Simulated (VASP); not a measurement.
# Ta (Im-3m) in VASP: a series of runs

Ta is run at these levels: PBE, RPBE+D3(BJ); tasks: single point.

All numbers are computed with VASP 6.6.1; they aren't measurements. Logs are shortened: lines on timing, memory, paths and dates and some standing lists are left out, and cuts for length are marked.

**1. The cell of the first run**

It takes space group Im-3m (No. 229, cubic). Conventional cell: a = 3.303 Å, b = 3.303 Å, c = 3.303 Å, α = 90.00°, β = 90.00°, γ = 90.00°. Within 3.8 Å of Ta (site symmetry m-3m) lie 14 Ta at 2.86 to 3.30 Å.

**2. Single point, PBE**

File INCAR:

```
PREC = Accurate ; ENCUT = 520
EDIFF = 1E-6 ; ISMEAR = -1
SIGMA = 0.03 ; LREAL = False
LASPH = True ; NELM = 80
ALGO = Normal ; ISIF = 2
LWAVE = False ; LCHARG = False
GGA = PE ; NBANDS = 12
```

File KPOINTS:

```
Automatic mesh
0
Gamma
  7 7 7
```

File POSCAR:

```
Ta
1.0
   -1.6512800000      1.6512800000      1.6512800000
    1.6512800000     -1.6512800000      1.6512800000
    1.6512800000      1.6512800000     -1.6512800000
Ta
1
Direct
    0.0000000000      0.0000000000      0.0000000000
```

Potentials or basis: VASP PAW PBE potentials, release 64 (Ta_pv).

Launch:

```console
$ cat potpaw_PBE.64/Ta_pv/POTCAR > POTCAR
$ mpirun -np 1 vasp_std > vasp.out
```

OUTCAR:

```text
PREC = Accurate
   ENCUT = 520
   EDIFF = 1E-6
   ISMEAR = -1
   LREAL = False
   LASPH = True
   NELM = 80
   ISIF = 2
   GGA = PE

 ion  position               nearest neighbor table
   1  0.000  0.000  0.000-

  LATTYP: Found a body centered cubic cell.
 ALAT       =     3.3025600000

  Lattice vectors:

 A1 = (  -1.6512800000,   1.6512800000,   1.6512800000)
 A2 = (   1.6512800000,  -1.6512800000,   1.6512800000)
 A3 = (   1.6512800000,   1.6512800000,  -1.6512800000)

Analysis of symmetry for initial positions (statically):
=====================================================================
 Subroutine PRICEL returns:
 Original cell was already a primitive cell.

 Routine SETGRP: Setting up the symmetry group for a
 body centered cubic supercell.

 Subroutine GETGRP returns: Found 48 space group operations
 (whereof 48 operations were pure point group operations)
 out of a pool of 48 trial point group operations.

The static configuration has the point symmetry O_h .

Analysis of symmetry for dynamics (positions and initial velocities):
=====================================================================
 Subroutine PRICEL returns:
 Original cell was already a primitive cell.

 Routine SETGRP: Setting up the symmetry group for a
 body centered cubic supercell.

 Subroutine GETGRP returns: Found 48 space group operations
 (whereof 48 operations were pure point group operations)
 out of a pool of 48 trial point group operations.

The dynamic configuration has the point symmetry O_h .

 Subroutine INISYM returns: Found 48 space group operations
 (whereof 48 operations are pure point group operations),
 and found     1 'primitive' translations

----------------------------------------------------------------------------------------

                                     Primitive cell

  volume of cell :      18.0104

  direct lattice vectors                    reciprocal lattice vectors
    -1.651280000  1.651280000  1.651280000     0.000000000  0.302795407  0.302795407
     1.651280000 -1.651280000  1.651280000     0.302795407  0.000000000  0.302795407
     1.651280000  1.651280000 -1.651280000     0.302795407  0.302795407  0.000000000

  length of vectors
     2.860100858  2.860100858  2.860100858     0.428217371  0.428217371  0.428217371

  position of ions in fractional coordinates (direct lattice)
     0.000000000  0.000000000  0.000000000

  ion indices of the primitive-cell ions
   primitive index   ion index
                 1           1

----------------------------------------------------------------------------------------

 KPOINTS: Automatic mesh

Automatic generation of k-mesh.
 Grid dimensions read from file:
 generate k-points for:    7    7    7

 Generating k-lattice:

  Cartesian coordinates                     Fractional coordinates (reciprocal lattice)
     0.000000000  0.043256487  0.043256487     0.142857143  0.000000000  0.000000000
     0.043256487  0.000000000  0.043256487     0.000000000  0.142857143  0.000000000
     0.043256487  0.043256487  0.000000000     0.000000000  0.000000000  0.142857143

  Length of vectors
     0.061173910  0.061173910  0.061173910

  Shift w.r.t. Gamma in fractional coordinates (k-lattice)
     0.000000000  0.000000000  0.000000000

 Subroutine IBZKPT returns following result:
 ===========================================

 Found     20 irreducible k-points:

 Following reciprocal coordinates:
            Coordinates               Weight
  0.000000  0.000000  0.000000      1.000000
  0.142857  0.000000  0.000000     12.000000
  0.285714  0.000000  0.000000     12.000000
  0.428571  0.000000  0.000000     12.000000
  0.142857  0.142857  0.000000     24.000000
  0.285714  0.142857  0.000000     48.000000
[... 12 lines left out ...]
 -0.428571 -0.428571  0.285714      8.000000
 -0.428571  0.428571  0.428571      6.000000
   k-points           NKPTS =     20   k-points in BZ     NKDIM =     20   number of bands    NBANDS=     12
   number of dos      NEDOS =    301   number of ions     NIONS =      1
   total plane-waves  NPLWV =  13824
   dimension x,y,z NGX =    24 NGY =   24 NGZ =   24
   dimension x,y,z NGXF=    48 NGYF=   48 NGZF=   48
   ions per type =               1
   NGX,Y,Z   is equivalent  to a cutoff of  13.95, 13.95, 13.95 a.u.
   NGXF,Y,Z  is equivalent  to a cutoff of  27.90, 27.90, 27.90 a.u.
 SYSTEM =  unknown system
   PREC   = accura    normal or accurate (medium, high low for compatibility)
   ISTART =      0    job   : 0-new  1-cont  2-samecut
   ICHARG =      2    charge: 1-file 2-atom 10-const
   ISPIN  =      1    spin polarized calculation?
   LNONCOLLINEAR =      F non collinear calculations
   LSORBIT =      F    spin-orbit coupling
   LASPH  =      T    aspherical Exc in radial PAW
   ENCUT  =  520.0 eV  38.22 Ry    6.18 a.u.   5.32  5.32  5.32*2*pi/ulx,y,z
   NELM   =     80;   NELMIN=  2; NELMDL= -5     # of ELM steps
   EDIFF  = 0.1E-05   stopping-criterion for ELM
   LREAL  =      F    real-space projection
   EDIFFG = 0.1E-04   stopping-criterion for IOM
   NSW    =      0    number of steps for IOM
   IBRION =     -1    ionic relax: 0-MD 1-quasi-New 2-CG
   NFREE  =      0    steps in history (QN), initial steepest desc. (CG)
   ISIF   =      2    stress and relaxation
   ISYM   =      2    0-nonsym 1-usesym 2-fastsym
   POTIM  = 0.5000    time-step for ionic-motion
   TEBEG  =    0.0;   TEEND  =   0.0 temperature during run
   PSTRESS=    0.0 pullay stress
   NELECT =      11.0000    total number of electrons
   NUPDOWN=      -1.0000    fix difference up-down
   EMIN   =  10.00;   EMAX   =-10.00  energy-range for DOS
   EFERMI =   0.00;   METHOD = LEGACY
   ISMEAR =    -1;   SIGMA  =   0.03  broadening in eV -4-tet -1-fermi 0-gaus
   EFERMI_NEDOS =   21; number of points for ismear=-14 and -15
   IALGO  =     38    algorithm
   IMIX   =      4    mixing-type and parameters
     AMIX     =   0.40;   BMIX     =  1.00
     AMIX_MAG =   1.60;   BMIX_MAG =  1.00
  volume/ion in A,a.u.               =      18.01       121.54
  Fermi-wavevector in a.u.,A,eV,Ry     =   1.388988  2.624806 26.249534  1.929286
  Thomas-Fermi vector in A             =   2.513061
   LORBIT       =      0    0 simple, 1 ext, 2 COOP (PROOUT), +10 PAW based schemes
   GGA     = PE    functional components
   LHFCALC =     F    Hartree Fock is set to
   AEXX    =    0.0000 exact exchange contribution
   IVDW    =     0    specifies the selected vdW correction
   LEPSILON=     F    determine dielectric tensor
   LRPA    =     F    only Hartree local field effects (RPA)
 non-spin polarized calculation
  energy-cutoff  :      520.00
  volume of cell :       18.01
 maximum number of plane-waves:       493
 NGX is ok and might be reduce to    24
   NGX = 11   NGY = 11   NGZ = 11

 number of electron      11.0000002 magnetization

 Free energy of the ion-electron system (eV)
  ---------------------------------------------------
  ext. energy  EPLUGINS =         0.00000000
  ---------------------------------------------------
  free energy    TOTEN  =       -11.83876050 eV

  energy without entropy =      -11.83713552  energy(sigma->0) =      -11.83794801

 E-fermi :   5.3254     XC(G=0): -12.6236

 val. band max:        5.3206340755   @ k =   0.2857   0.0000   0.0000
 cond. band min:       5.4966392017   @ k =  -0.2857   0.2857   0.1429
 fundamental gap:      0.1760051261
 Fermi energy:         5.3253997153

 k-point     1 :       0.0000    0.0000    0.0000
  band No.  band energies     occupation
      1     -27.6179      2.00000
      2     -27.6179      2.00000
      3     -27.6179      2.00000
      4      -2.4288      2.00000
      5       6.2045      0.00000
      6       6.2045      0.00000
      7       6.2045      0.00000
      8       9.4804      0.00000
      9       9.4804      0.00000
     10      20.1359      0.00000
     11      20.5022      0.00000
     12      20.5022      0.00000

 k-point     2 :       0.1429    0.0000    0.0000
  band No.  band energies     occupation
      1     -27.8546      2.00000
      2     -27.6913      2.00000
      3     -27.6192      2.00000
      4      -1.5583      2.00000
      5       5.6718      0.00002
      6       5.9523      0.00000
      7       7.0858      0.00000
      8       8.8698      0.00000
      9       9.5030      0.00000
     10      20.1352      0.00000
     11      21.1307      0.00000
     12      22.0347      0.00000

 k-point     3 :       0.2857    0.0000    0.0000
  band No.  band energies     occupation
      1     -28.3574      2.00000
      2     -27.8527      2.00000
      3     -27.6222      2.00000
      4       0.3162      2.00000
      5       4.6805      2.00000
      6       5.3206      1.07926
      7       9.0357      0.00000
      8       9.5315      0.00000
      9       9.7667      0.00000
     10      20.0768      0.00000
     11      20.1261      0.00000
     12      21.3280      0.00000
[... 226 lines left out ...]
 k-point    19 :      -0.4286   -0.4286    0.2857
  band No.  band energies     occupation
      1     -28.4585      2.00000
      2     -28.4585      2.00000
      3     -28.1673      2.00000
      4       2.5183      2.00000
      5       2.5183      2.00000
      6       7.1006      0.00000
      7      10.7259      0.00000
      8      10.7259      0.00000
      9      15.5574      0.00000
     10      16.2371      0.00000
     11      16.2371      0.00000
     12      20.1356      0.00000

 k-point    20 :      -0.4286    0.4286    0.4286
  band No.  band energies     occupation
      1     -28.4354      2.00000
      2     -28.3932      2.00000
      3     -28.3932      2.00000
      4       1.9226      2.00000
      5       2.0116      2.00000
      6      10.5008      0.00000
      7      10.5008      0.00000
      8      11.8401      0.00000
      9      12.8289      0.00000
     10      16.4370      0.00000
     11      16.4370      0.00000
     12      20.1213      0.00000

------------------------ aborting loop because EDIFF is reached ----------------------------------------

  FORCE on cell =-STRESS in cart. coord.  units (eV):
  Direction    XX          YY          ZZ          XY          YZ          ZX
  --------------------------------------------------------------------------------------
  -------------------------------------------------------------------------------------
  Total        0.4345360      0.4345360      0.4345360     -0.0000000      0.0000000     -0.0000000
  in kB       38.6557608     38.6557608     38.6557608     -0.0000000      0.0000000     -0.0000000
  external PRESSURE =      38.6557608 kB  Pullay stress =       0.0000000 kB

 VOLUME and BASIS-vectors are now :
 -----------------------------------------------------------------------------
  energy-cutoff  :      520.00
  volume of cell :       18.01
      direct lattice vectors                 reciprocal lattice vectors
    -1.651280000  1.651280000  1.651280000     0.000000000  0.302795407  0.302795407
     1.651280000 -1.651280000  1.651280000     0.302795407  0.000000000  0.302795407
     1.651280000  1.651280000 -1.651280000     0.302795407  0.302795407  0.000000000

 POSITION                                       TOTAL-FORCE (eV/Angst)
 -----------------------------------------------------------------------------------
      0.00000      0.00000      0.00000        -0.000000     -0.000000      0.000000
 -----------------------------------------------------------------------------------
    total drift:                               -0.000000      0.000000      0.000000

  FREE ENERGIE OF THE ION-ELECTRON SYSTEM (eV)
  ---------------------------------------------------
  free  energy   TOTEN  =       -11.8387604951 eV

  energy  without entropy=      -11.8371355203  energy(sigma->0) =      -11.83794801
```

Wall time 2.9 s (1 thread of Intel Xeon Platinum 8488C (Sapphire Rapids), shared host); peak memory 0.13 GiB.

What came out:

```
Free energy : -11.8388 eV
Pressure    : 3.9 GPa
```

Caveat: the k points lie up to 0.38 Å⁻¹ apart; spin-orbit coupling is left out, which moves the levels of the heavy elements.

**3. Single point, RPBE+D3(BJ)**

This run uses another cell than the first one, of 15.12 Å³/atom, 0.839 times its volume.

File INCAR:

```
SYSTEM = Ta
PREC = Accurate
ENCUT = 520
EDIFF = 1E-6
ISMEAR = -1
SIGMA = 0.05
LREAL = .False.
LASPH = .True.
NELM = 60
ALGO = Normal
ISIF = 2
LWAVE = .False.
LCHARG = .False.
GGA = RP
IVDW = 12
NBANDS = 12
```

File KPOINTS:

```
regular mesh
0
Gamma
  11 11 11
  0 0 0
```

File POSCAR:

```
Ta
1.0
   -1.5576955655      1.5576955655      1.5576955655
    1.5576955655     -1.5576955655      1.5576955655
    1.5576955655      1.5576955655     -1.5576955655
Ta
1
Direct
    0.0000000000      0.0000000000      0.0000000000
```

Potentials or basis: VASP PAW PBE potentials, release 64 (Ta_pv).

Launch:

```console
$ cat potpaw_PBE.64/Ta_pv/POTCAR > POTCAR
$ mpirun -np 1 vasp_std > vasp.out
```

Wall time 5.2 s (1 thread of Intel Xeon Platinum 8488C (Sapphire Rapids), shared host); peak memory 0.14 GiB.

Results (log left out):

| Quantity | Value |
| --- | --- |
| Free energy | -16.5229 eV |
| Pressure | 1.1 GPa |
| Dispersion energy per atom | -5.741 eV |

Levels at points of the mesh, in eV from the Fermi level:
| k point | band 2 | band 3 | band 4 | band 5 | band 6 | band 7 | band 8 | band 9 |
| --- | --- | --- | --- | --- | --- | --- | --- | --- |
| (0.00, 0.00, 0.00) | -32.37 | -32.37 | -8.51 | 0.73 | 0.73 | 0.73 | 4.66 | 4.66 |

Caveat: the PAW data sets were made with another functional, which shifts forces and pressure a little; spin-orbit coupling is left out, which moves the levels of the heavy elements; pairwise dispersion overbinds metals, which lowers pressure and volume.

**4. Single point, PBE**

File INCAR:

```
ALGO = Fast ; EDIFF = 1E-6
ENCUT = 520 ; GGA = PE
ISIF = 2 ; ISMEAR = 0
LASPH = T ; LCHARG = F
LREAL = F ; LWAVE = F
NBANDS = 12 ; NELM = 80
PREC = Accurate ; SIGMA = 0.028000000000000004
```

File KPOINTS:

```
k-points
0
Gamma
  11 11 11
```

File POSCAR:

```
Ta
1.0
   -1.6512800000      1.6512800000      1.6512800000
    1.6512800000     -1.6512800000      1.6512800000
    1.6512800000      1.6512800000     -1.6512800000
Ta
1
Direct
    0.0000000000      0.0000000000      0.0000000000
```

Launch:

```console
$ cat potpaw_PBE.64/Ta_pv/POTCAR > POTCAR
$ mpirun -np 1 vasp_std > vasp.out
```

Wall time 8.7 s (1 thread of Intel Xeon Platinum 8488C (Sapphire Rapids), shared host); peak memory 0.14 GiB.

Results (log left out):

- Free energy: -11.8153 eV
- Pressure: 2.2 GPa

Levels at points of the mesh, in eV from the Fermi level:
```tsv
k point	band 1	band 2	band 3	band 4	band 5	band 6	band 7	band 8	band 9	band 10
(0.00, 0.00, 0.00)	-33.03	-33.03	-33.03	-7.89	0.77	0.77	0.77	4.04	4.04	15.04
```

Caveat: spin-orbit coupling is left out, which moves the levels of the heavy elements.

**5. Overview**

```csv
level,cell,k mesh,smearing,gap on the mesh (eV),pressure (GPa)
PBE,"a = 2.860 Å, angles 109.5°, 1 atom",7 × 7 × 7,fermi-dirac 0.03 eV,none,3.9
RPBE+D3(BJ),"a = 2.698 Å, angles 109.5°, 1 atom",11 × 11 × 11,fermi-dirac 0.05 eV,none,1.1
PBE,"a = 2.860 Å, angles 109.5°, 1 atom",11 × 11 × 11,gaussian 0.028 eV,none,2.2
```

Alike in all rows: task single point; potentials or basis VASP PAW PBE potentials, release 64 (Ta_pv); no spin polarisation; cutoff (eV) 520.

Caveats: some runs use coarse meshes; spin-orbit coupling is left out, which moves the levels of the heavy elements; the PAW data sets were made with another functional, which shifts forces and pressure a little (some runs); pairwise dispersion overbinds metals, which lowers pressure and volume (some runs).

Absolute energies hang on the potentials; compare differences alone.
